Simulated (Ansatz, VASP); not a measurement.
## Ge: VASP beside Ansatz

INCAR

```
SYSTEM = Ge
PREC = Accurate ; ENCUT = 520
EDIFF = 1E-7 ; ISMEAR = 0
SIGMA = 0.15 ; LREAL = .FALSE.
LASPH = .TRUE. ; NELM = 60
ALGO = Normal ; ISIF = 2
LWAVE = .FALSE. ; LCHARG = .FALSE.
GGA = PS ; NBANDS = 21
```

The input KPOINTS:

```
regular mesh
0
G
  14 14 14
  0 0 0
```

The input POSCAR:

```
Ge
1.0
    0.0000000000      2.6873315000      2.6873315000
    2.6873315000      0.0000000000      2.6873315000
    2.6873315000      2.6873315000      0.0000000000
Ge
2
Direct
    0.5000000000      0.5000000000      0.5000000000
    0.7500000000      0.7500000000      0.7500000000
```

Input for Ansatz:

```yaml
crystal:
  lattice:
    - [0.0, 2.6873315, 2.6873315]
    - [2.6873315, 0.0, 2.6873315]
    - [2.6873315, 2.6873315, 0.0]
  atoms:
    - { symbol: Ge, position: [0.5, 0.5, 0.5] }
    - { symbol: Ge, position: [0.75, 0.75, 0.75] }
basis:
  ecutwfc: 420
kpoints:
  mp_grid: { grid: [14, 14, 14] }
hamiltonian:
  xc: pbesol
scf:
  occupations: { method: gaussian, width: 0.15 }
output:
  forces: true
  stress: true
  eigenvalues: true
```

Change from the starting cell: strain -0.050 along x and y, -0.050 along z, atoms carried along.

Alike in both runs: task single point; functional PBEsol; k mesh 14 × 14 × 14; occupations gaussian, width 0.15 eV; no spin polarisation.

|  | VASP | Ansatz |
| --- | --- | --- |
| version | VASP 6.6.1 | Ansatz 0.2.0 |
| potentials or method | VASP PAW PBE potentials, release 64 (Ge_d), cutoff 520 eV | scalar-relativistic, plane waves, PAW |
| valence electrons in the cell | 28 | 28 |

|  | VASP | Ansatz | Ansatz less VASP |
| --- | --- | --- | --- |
| gap on the k mesh at the Fermi level (eV) | 0.24 | 0.23 | -0.006 |
| least direct gap on the mesh (eV) | 1.47 | 1.46 | -0.017 |
| pressure (GPa) | 16.1 | 16.3 | +0.11 |

VASP's potentials were made for PBE, not for PBEsol.
